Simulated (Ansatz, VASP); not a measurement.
**One calculation of Ca, two programs**

Contents of INCAR:

```
PREC = Accurate ; ENCUT = 520
EDIFF = 1E-6 ; ISMEAR = -1
SIGMA = 0.1 ; LREAL = F
LASPH = T ; NELM = 60
ALGO = Normal ; ISIF = 2
LWAVE = F ; LCHARG = F
GGA = RE ; NBANDS = 22
```

Contents of KPOINTS:

```
regular mesh
0
Gamma
  7 7 9
```

POSCAR

```
Ca
1.0
    6.3646626110      0.0000000000      0.0000000000
   -3.1823313055      5.5119595076      0.0000000000
    0.0000000000      0.0000000000      3.8041743643
Ca
3
Direct
    1.0000000000      1.0000000000      0.0000000000
    0.3333333333      0.6666666667      0.5000000000
    0.6666666667      0.3333333333      0.5000000000
```

Input for Ansatz:

```yaml
crystal:
  lattice:
    - [6.364662611, 0.0, 0.0]
    - [-3.1823313055, 5.5119595076, 0.0]
    - [0.0, 0.0, 3.8041743643]
  atoms:
    - { symbol: Ca, position: [1.0, 1.0, 0.0] }
    - { symbol: Ca, position: [0.3333333333, 0.6666666667, 0.5] }
    - { symbol: Ca, position: [0.6666666667, 0.3333333333, 0.5] }
hamiltonian:
  xc: revpbe
  pseudopotentials:
    kind: paw
    azcp:
      Ca: "pseudopotentials/Ca.paw.azcp"
basis:
  ecutwfc: 420
  fft_grid_basis: typed
kpoints:
  mp_grid: { grid: [7, 7, 9], shift: [0, 0, 0] }
magnetization:
  spin_polarized: false
scf:
  occupations: { method: fermi_dirac, width: 0.1 }
  lower_state_search: "off"
output:
  stress: true
```

Alike in both runs: task single point; functional revPBE; k mesh 7 × 7 × 9; occupations fermi-dirac, width 0.1 eV; no spin polarisation.

|  | VASP | Ansatz |
| --- | --- | --- |
| version | VASP 6.6.1 | Ansatz 0.2.0 |
| potentials or method | VASP PAW PBE potentials, release 64 (Ca_sv), cutoff 520 eV | plane waves (420 eV) with PAW, scalar-relativistic |
| valence electrons in the cell | 30 | 30 |

|  | VASP | Ansatz | Ansatz less VASP |
| --- | --- | --- | --- |
| pressure (GPa) | 0.0 | 0.0 | -0.01 |

VASP's potentials were made for PBE, not for revPBE.
